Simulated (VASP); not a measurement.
Runs of VASP 6.6.1 on BaTiO3. The structure is tetragonal, space group P4mm (No. 99). The conventional cell has a = 4.000 Å, b = 4.000 Å, c = 4.018 Å, α = 90.00°, β = 90.00°, γ = 90.00°. Within 3.7 Å of Ba (site symmetry 4mm) lie 12 O at 2.79 to 2.88 Å and 8 Ti at 3.45 to 3.49 Å. Within 2.5 Å of Ti (site symmetry 4mm) lie 6 O at 1.89 to 2.13 Å. O (site symmetry 4mm) has 2 Ti at 1.89 to 2.13 Å within 2.5 Å. Within 2.7 Å of O (site symmetry 2mm) lie 2 Ti at 2.00 Å. 

```csv
level,potentials or basis,cutoff (eV),second run,gap on the mesh (eV),pressure (GPa),largest force (eV/Å)
PBE,"VASP PAW PBE potentials, release 64 (Ba_sv, Ti_sv, O_h)",910,hard_potentials,1.77,3.9,0.32
BLYP,"VASP PAW PBE potentials, release 64 (Ba_sv, Ti_sv, O_h)",910,hard_potentials,1.79,9.6,0.24
PBE,"VASP PAW PBE potentials, release 64 (Ba_sv, Ti_sv, O)",520,-,1.76,4.2,0.31
RPBE,"VASP PAW PBE potentials, release 64 (Ba_sv, Ti_sv, O)",520,-,1.80,8.5,(b)
RPBE,"VASP PAW PBE potentials, release 64 (Ba_sv, Ti_sv, O_h)",910,hard_potentials,1.80,8.2,0.32
LDA,"VASP PAW LDA potentials, release 64 (Ba_sv, Ti_sv, O)",520,-,1.67,(a),0.40
BLYP,"VASP PAW PBE potentials, release 64 (Ba_sv, Ti_sv, O)",520,-,1.79,10.0,0.23
r2SCAN,"VASP PAW PBE potentials, release 64 (Ba_sv, Ti_sv, O_h)",910,hard_potentials,2.16,1.0,0.35
```

Alike in all rows: task single point; no spin polarisation; cell as given; k mesh 4 × 4 × 4; smearing gaussian 0.01 eV.

**Question.** Estimate the missing entries.

**Answer.** (a) -6.5; (b) 0.30.

Caveats: spin-orbit coupling is left out, which moves the levels of the heavy elements; the PAW data sets were made with another functional, which shifts forces and pressure a little (some runs); the cutoff is under 1.25 times the usual one of these potentials, so pressure, stress and relaxed cells hold a basis-set (Pulay) error (some runs).

A k mesh can miss the band edges, and the runs leave out spin-orbit coupling on Ba.
